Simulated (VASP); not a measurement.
# ZnAu (P4/mmm) in VASP: notebook

Runs on ZnAu. Level: PBE. Tasks: single point.

Program: VASP 6.6.1. These are calculated values, not measurements. Logs are shortened: lines on timing, memory, paths and dates and some standing lists are left out, and cuts for length are marked.

**1. The cell of the first run**

Symmetry: P4/mmm, No. 123, tetragonal system. Conventional cell: a = 2.675 Å, b = 2.675 Å, c = 3.147 Å, α = 90.00°, β = 90.00°, γ = 90.00°. Zn (site symmetry 4/mmm) has 8 Au at 2.46 Å and 6 Zn at 2.67 to 3.15 Å within 3.2 Å. Within 3.2 Å of Au (site symmetry 4/mmm) lie 8 Zn at 2.46 Å and 6 Au at 2.67 to 3.15 Å.

**2. Single point, PBE (strain -0.1500 x Voigt [1, 1, 0, 0, 0, 0])**

INCAR reads:

```
ALGO = Fast
EDIFF = 1E-6
ENCUT = 520
GGA = PE
ISIF = 2
ISMEAR = 0
LASPH = True
LCHARG = False
LREAL = False
LWAVE = False
NBANDS = 18
NELM = 60
PREC = Accurate
SIGMA = 0.15
```

KPOINTS reads:

```
k-points
0
Gamma
  16 16 16
```

POSCAR reads:

```
ZnAu
1.0
    2.6749500000      0.0000000000      0.0000000000
    0.0000000000      2.6749500000      0.0000000000
    0.0000000000      0.0000000000      3.1470000000
Zn Au
1 1
Direct
    0.5000000000      0.5000000000      0.5000000000
    0.0000000000      0.0000000000      0.0000000000
```

Potentials or basis: VASP PAW PBE potentials, release 64 (Zn, Au).

Launch:

```bash
$ cat potpaw_PBE.64/Zn/POTCAR potpaw_PBE.64/Au/POTCAR > POTCAR
$ mpirun -np 1 vasp_std > vasp.out
```

OUTCAR:

```text
EDIFF = 1E-6
   ENCUT = 520
   GGA = PE
   ISIF = 2
   ISMEAR = 0
   LASPH = True
   LREAL = False
   NELM = 60
   PREC = Accurate

 ion  position               nearest neighbor table
   1  0.500  0.500  0.500-   2 2.46   2 2.46   2 2.46   2 2.46   2 2.46   2 2.46   2 2.46   2 2.46

   2  0.000  0.000  0.000-   1 2.46   1 2.46   1 2.46   1 2.46   1 2.46   1 2.46   1 2.46   1 2.46

  LATTYP: Found a simple tetragonal cell.
 ALAT       =     2.6749500000
 C/A-ratio  =     1.1764705882

  Lattice vectors:

 A1 = (   2.6749500000,   0.0000000000,   0.0000000000)
 A2 = (   0.0000000000,   2.6749500000,   0.0000000000)
 A3 = (   0.0000000000,   0.0000000000,   3.1470000000)

Analysis of symmetry for initial positions (statically):
=====================================================================
 Subroutine PRICEL returns:
 Original cell was already a primitive cell.

 Routine SETGRP: Setting up the symmetry group for a
 simple tetragonal supercell.

 Subroutine GETGRP returns: Found 16 space group operations
 (whereof 16 operations were pure point group operations)
 out of a pool of 16 trial point group operations.

The static configuration has the point symmetry D_4h.

Analysis of symmetry for dynamics (positions and initial velocities):
=====================================================================
 Subroutine PRICEL returns:
 Original cell was already a primitive cell.

 Routine SETGRP: Setting up the symmetry group for a
 simple tetragonal supercell.

 Subroutine GETGRP returns: Found 16 space group operations
 (whereof 16 operations were pure point group operations)
 out of a pool of 16 trial point group operations.

The dynamic configuration has the point symmetry D_4h.

 Subroutine INISYM returns: Found 16 space group operations
 (whereof 16 operations are pure point group operations),
 and found     1 'primitive' translations

----------------------------------------------------------------------------------------

                                     Primitive cell

  volume of cell :      22.5179

  direct lattice vectors                    reciprocal lattice vectors
     2.674950000  0.000000000  0.000000000     0.373838763  0.000000000  0.000000000
     0.000000000  2.674950000  0.000000000     0.000000000  0.373838763  0.000000000
     0.000000000  0.000000000  3.147000000     0.000000000  0.000000000  0.317762949
[... 76 lines left out ...]
   ISTART =      0    job   : 0-new  1-cont  2-samecut
   ICHARG =      2    charge: 1-file 2-atom 10-const
   ISPIN  =      1    spin polarized calculation?
   LNONCOLLINEAR =      F non collinear calculations
   LSORBIT =      F    spin-orbit coupling
   LASPH  =      T    aspherical Exc in radial PAW
   ENCUT  =  520.0 eV  38.22 Ry    6.18 a.u.   4.97  4.97  5.85*2*pi/ulx,y,z
   NELM   =     60;   NELMIN=  2; NELMDL= -5     # of ELM steps
   EDIFF  = 0.1E-05   stopping-criterion for ELM
   LREAL  =      F    real-space projection
   EDIFFG = 0.1E-04   stopping-criterion for IOM
   NSW    =      0    number of steps for IOM
   IBRION =     -1    ionic relax: 0-MD 1-quasi-New 2-CG
   NFREE  =      0    steps in history (QN), initial steepest desc. (CG)
   ISIF   =      2    stress and relaxation
   ISYM   =      2    0-nonsym 1-usesym 2-fastsym
   POTIM  = 0.5000    time-step for ionic-motion
   TEBEG  =    0.0;   TEEND  =   0.0 temperature during run
   PSTRESS=    0.0 pullay stress
   NELECT =      23.0000    total number of electrons
   NUPDOWN=      -1.0000    fix difference up-down
   EMIN   =  10.00;   EMAX   =-10.00  energy-range for DOS
   EFERMI =   0.00;   METHOD = LEGACY
   ISMEAR =     0;   SIGMA  =   0.15  broadening in eV -4-tet -1-fermi 0-gaus
   EFERMI_NEDOS =   21; number of points for ismear=-14 and -15
   IALGO  =     68    algorithm
   IMIX   =      4    mixing-type and parameters
     AMIX     =   0.40;   BMIX     =  1.00
     AMIX_MAG =   1.60;   BMIX_MAG =  1.00
  volume/ion in A,a.u.               =      11.26        75.98
  Fermi-wavevector in a.u.,A,eV,Ry     =   1.648699  3.115590 36.983478  2.718209
  Thomas-Fermi vector in A             =   2.737944
   LORBIT       =      0    0 simple, 1 ext, 2 COOP (PROOUT), +10 PAW based schemes
   GGA     = PE    functional components
   LHFCALC =     F    Hartree Fock is set to
   AEXX    =    0.0000 exact exchange contribution
   IVDW    =     0    specifies the selected vdW correction
   LEPSILON=     F    determine dielectric tensor
   LRPA    =     F    only Hartree local field effects (RPA)
 non-spin polarized calculation
 RMM-DIIS sequential band-by-band and
 Gauss-broadening in eV      SIGMA  =   0.15
  energy-cutoff  :      520.00
  volume of cell :       22.52
 maximum number of plane-waves:       626
 NGX is ok and might be reduce to    20
   NGX =  9   NGY =  9   NGZ = 11

 number of electron      23.0000029 magnetization

 Free energy of the ion-electron system (eV)
  ---------------------------------------------------
  ext. energy  EPLUGINS =         0.00000000
  ---------------------------------------------------
  free energy    TOTEN  =        -2.31261388 eV

  energy without entropy =       -2.30869445  energy(sigma->0) =       -2.31065416

 E-fermi :  12.2349     XC(G=0): -14.3338

 val. band max:       12.2346758615   @ k =   0.4375   0.4375   0.3125
 cond. band min:      12.2369072057   @ k =   0.3750   0.1250   0.3125
 fundamental gap:      0.0022313443
 Fermi energy:        12.2349401594

 k-point     1 :       0.0000    0.0000    0.0000
  band No.  band energies     occupation
      1      -2.2280      2.00000
      2       1.2098      2.00000
      3       1.3845      2.00000
      4       3.0871      2.00000
      5       3.0871      2.00000
      6       3.6083      2.00000
[... 481 lines left out ...]
      5       2.9835      2.00000
      6       3.3298      2.00000
[... 10 lines left out ...]
     17      24.2890      0.00000
     18      28.1908      0.00000

 [... further k-points ...]
[... 5 lines left out ...]
  --------------------------------------------------------------------------------------
  -------------------------------------------------------------------------------------
  Total       16.4039578     16.4039578     15.6437655      0.0000000     -0.0000000      0.0000000
  in kB     1167.1620191   1167.1620191   1113.0733851      0.0000000     -0.0000000      0.0000000
  external PRESSURE =    1149.1324744 kB  Pullay stress =       0.0000000 kB

 VOLUME and BASIS-vectors are now :
 -----------------------------------------------------------------------------
  energy-cutoff  :      520.00
  volume of cell :       22.52
      direct lattice vectors                 reciprocal lattice vectors
     2.674950000  0.000000000  0.000000000     0.373838763  0.000000000  0.000000000
     0.000000000  2.674950000  0.000000000     0.000000000  0.373838763  0.000000000
     0.000000000  0.000000000  3.147000000     0.000000000  0.000000000  0.317762949

 POSITION                                       TOTAL-FORCE (eV/Angst)
 -----------------------------------------------------------------------------------
      1.33747      1.33747      1.57350         0.000000      0.000000      0.000000
      0.00000      0.00000      0.00000         0.000000      0.000000      0.000000
 -----------------------------------------------------------------------------------
    total drift:                               -0.000000      0.000000      0.000000

  FREE ENERGIE OF THE ION-ELECTRON SYSTEM (eV)
  ---------------------------------------------------
  free  energy   TOTEN  =        -2.3126138813 eV

  energy  without entropy=       -2.3086944470  energy(sigma->0) =       -2.31065416
```

OSZICAR:

```text
N       E                     dE             d eps       ncg     rms          rms(c)
DAV:   1     0.131475078794E+03    0.13148E+03   -0.11670E+04 15680   0.183E+03
DAV:   2     0.204287103518E+01   -0.12943E+03   -0.12416E+03 14742   0.329E+02
DAV:   3    -0.282935822596E+01   -0.48722E+01   -0.48390E+01 16134   0.671E+01
DAV:   4    -0.286770819633E+01   -0.38350E-01   -0.38338E-01 16038   0.526E+00
DAV:   5    -0.286807636423E+01   -0.36817E-03   -0.36816E-03 15708   0.552E-01    0.227E+01
RMM:   6    -0.239837324166E+01    0.46970E+00   -0.55764E-01 15624   0.679E+00    0.133E+01
RMM:   7    -0.232055135275E+01    0.77822E-01   -0.11881E-01 16438   0.305E+00    0.325E+00
RMM:   8    -0.231244190751E+01    0.81094E-02   -0.18190E-02 16335   0.150E+00    0.235E-01
RMM:   9    -0.231260500361E+01   -0.16310E-03   -0.17025E-03 17964   0.369E-01    0.146E-01
RMM:  10    -0.231261127712E+01   -0.62735E-05   -0.32884E-04 18012   0.192E-01    0.892E-02
RMM:  11    -0.231261613252E+01   -0.48554E-05   -0.10276E-04 18555   0.887E-02    0.380E-02
RMM:  12    -0.231261382312E+01    0.23094E-05   -0.26443E-05 18140   0.402E-02    0.163E-02
RMM:  13    -0.231261388129E+01   -0.58177E-07   -0.57272E-06 13003   0.172E-02
   1 F= -.23126139E+01 E0= -.23106542E+01  d E =-.391943E-02
```

It took 68 s on 1 thread of Intel Xeon Platinum 8375C at 2.90GHz (Ice Lake), shared host; peak memory 0.27 GiB.

Results:

- Free energy: -2.3126 eV
- Pressure: 114.9 GPa

Caveat: the cell differs from its parent crystal (strain -0.1500 x Voigt [1, 1, 0, 0, 0, 0]); spin-orbit coupling is left out, which moves the levels of the heavy elements.

**3. Single point, PBE (strain -0.1125 x Voigt [1, 1, 0, 0, 0, 0])**

INCAR reads:

```
  ALGO = Fast
  EDIFF = 1E-7
  ENCUT = 520
  GGA = PE
  ISIF = 2
  ISMEAR = 0
  LASPH = T
  LCHARG = F
  LREAL = F
  LWAVE = F
  NBANDS = 18
  NELM = 80
  PREC = Accurate
  SIGMA = 0.15
```

KPOINTS is that of step 2.

POSCAR reads:

```
ZnAu
1.0
    2.7929625000      0.0000000000      0.0000000000
    0.0000000000      2.7929625000      0.0000000000
    0.0000000000      0.0000000000      3.1470000000
Zn Au
1 1
Direct
    0.5000000000      0.5000000000      0.5000000000
    0.0000000000      0.0000000000      0.0000000000
```

Potentials or basis: VASP PAW PBE potentials, release 64 (Zn, Au).

Launch:

```bash
$ cat potpaw_PBE.64/Zn/POTCAR potpaw_PBE.64/Au/POTCAR > POTCAR
$ mpirun -np 1 vasp_std > vasp.out
```

Run time: 82 s. Hardware: 1 thread of Intel Xeon Platinum 8375C at 2.90GHz (Ice Lake), shared host; peak memory 0.3 GiB.

Results (log left out):

* Free energy: -3.4736 eV
* Pressure: 69.3 GPa

Stress tensor (GPa, compression positive):
```
70.23  0.00  0.00
 0.00 70.23  0.00
 0.00  0.00 67.31
```

Levels at points of the mesh, in eV from the Fermi level:
```csv
k point,band 10,band 11,band 12,band 13,band 14,band 15
"(0.00, 0.00, 0.00)",-4.38,-4.13,2.56,6.59,6.59,10.38
"(0.50, 0.00, 0.00)",-6.00,-4.78,-1.83,9.49,10.40,11.94
"(0.50, 0.50, 0.00)",-3.09,-2.66,-2.66,2.92,4.67,9.59
"(0.00, 0.00, 0.50)",-5.83,-4.37,-3.95,11.27,13.18,13.18
"(0.50, 0.00, 0.50)",-3.86,-3.63,-3.36,1.42,3.54,12.75
"(0.50, 0.50, 0.50)",-3.06,2.01,3.88,3.88,4.21,5.54
```

Caveat: the cell differs from its parent crystal (strain -0.1125 x Voigt [1, 1, 0, 0, 0, 0]); spin-orbit coupling is left out, which moves the levels of the heavy elements.

**4. Single point, PBE (strain +0.1125 x Voigt [1, 1, 0, 0, 0, 0])**

INCAR reads:

```
PREC = Accurate
ENCUT = 520
EDIFF = 1E-6
ISMEAR = 0
SIGMA = 0.15
LREAL = F
LASPH = T
NELM = 80
ALGO = Fast
ISIF = 2
LWAVE = F
LCHARG = T
GGA = PE
LELF = T
LVHAR = T
NBANDS = 18
```

KPOINTS reads:

```
regular mesh
0
Gamma
  16 16 16
```

POSCAR reads:

```
ZnAu
1.0
    3.5010375000      0.0000000000      0.0000000000
    0.0000000000      3.5010375000      0.0000000000
    0.0000000000      0.0000000000      3.1470000000
Zn Au
1 1
Direct
    0.5000000000      0.5000000000      0.5000000000
    0.0000000000      0.0000000000      0.0000000000
```

Launch:

```bash
$ cat potpaw_PBE.64/Zn/POTCAR potpaw_PBE.64/Au/POTCAR > POTCAR
$ mpirun -np 1 vasp_std > vasp.out
```

Wall time 2.3 min (1 thread of Intel Xeon Platinum 8375C at 2.90GHz (Ice Lake), shared host); peak memory 0.39 GiB.

The run converged. Its results:

```
Free energy : -4.4638 eV
Pressure    : -12.2 GPa
```

Stress tensor (GPa, compression positive):
```
-12.28   0.00   0.00
  0.00 -12.28   0.00
  0.00   0.00 -12.02
```

Levels at points of the mesh, in eV from the Fermi level:
```csv
k point,band 8,band 9,band 10,band 11,band 12,band 13,band 14,band 15,band 16,band 17
"(0.00, 0.00, 0.00)",-4.47,-3.44,-3.23,-3.23,3.86,3.86,5.98,6.71,10.16,11.95
"(0.50, 0.00, 0.00)",-4.78,-4.20,-3.73,-3.28,-2.58,8.63,8.77,8.84,10.45,10.84
"(0.50, 0.50, 0.00)",-3.43,-3.43,-3.07,-1.43,-1.43,-0.40,0.94,10.73,13.32,13.32
"(0.00, 0.00, 0.50)",-4.28,-4.28,-4.08,-3.50,-1.48,9.15,9.35,9.36,9.36,9.56
"(0.50, 0.00, 0.50)",-3.82,-3.62,-2.79,-1.02,-0.82,0.77,1.62,8.77,11.21,11.26
"(0.50, 0.50, 0.50)",-4.97,-3.00,-2.67,0.90,2.65,3.41,3.80,3.80,4.30,5.34
```

Caveat: the cell differs from its parent crystal (strain +0.1125 x Voigt [1, 1, 0, 0, 0, 0]); spin-orbit coupling is left out, which moves the levels of the heavy elements.

(Continued in part 2 of 2.)
